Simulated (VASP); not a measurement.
Here is a VASP 6.6.1 calculation.

Contents of INCAR:

```
SYSTEM = RbBr
ALGO     = Normal         ! electronic algorithm
EDIFF    = 1E-6           ! SCF threshold, eV
EDIFFG   = -0.005         ! ionic threshold
ENCUT    = 600            ! plane-wave cutoff, eV
GGA      = CA             ! functional
IBRION   = 2              ! ionic algorithm
ISIF     = 3              ! what is computed and relaxed
ISMEAR   = 0              ! smearing method
LASPH    = .True.         ! aspherical terms in the spheres
LCHARG   = .False.        ! write CHGCAR
LREAL    = .False.        ! projectors in reciprocal space
LWAVE    = .False.        ! write WAVECAR
NELM     = 60             ! most SCF steps
NSW      = 100            ! ionic steps
PREC     = Accurate       ! precision mode
SIGMA    = 0.02           ! smearing width, eV
```

The input KPOINTS:

```
k-points
0
Gamma
  6 6 6
  0 0 0
```

POSCAR

```
RbBr
1.0
    4.1260773000      0.0000000000      0.0000000000
    0.0000000000      4.1260773000      0.0000000000
    0.0000000000      0.0000000000      4.1260773000
Rb Br
1 1
Direct
    0.0000000000      0.0000000000      0.0000000000
    0.5000000000      0.5000000000      0.5000000000
```

Potentials or basis: VASP PAW LDA potentials, release 64 (Rb_sv, Br).

The run is started by

```sh
$ cat potpaw_LDA.64/Rb_sv/POTCAR potpaw_LDA.64/Br/POTCAR > POTCAR
$ mpirun -np 1 vasp_std > vasp.out
```

Estimate the relaxed volume.

31.32 Å³/atom.

Predict the space group after relaxing (to 0.05 Å).

Pm-3m (No. 221).

Predict the band gap on the k mesh.

4.11 eV, indirect (least direct gap 4.27 eV).

What does it give for the relaxed cell?

a = 3.971 Å, b = 3.971 Å, c = 3.971 Å, α = 90.00°, β = 90.00°, γ = 90.00°.

Step by step:
```tsv
step	energy change (eV)	largest force (eV/Å)	pressure (GPa)	volume (Å³)
1	0.0000	0.0000	-1.93	70.24
2	-0.0399	0.0000	-1.03	66.03
3	-0.0513	0.0000	-0.12	63.02
4	-0.0514	0.0000	0.00	62.63
```

A k mesh can miss the band edges. LDA gaps usually lie below the measured ones, often by a third to a half.
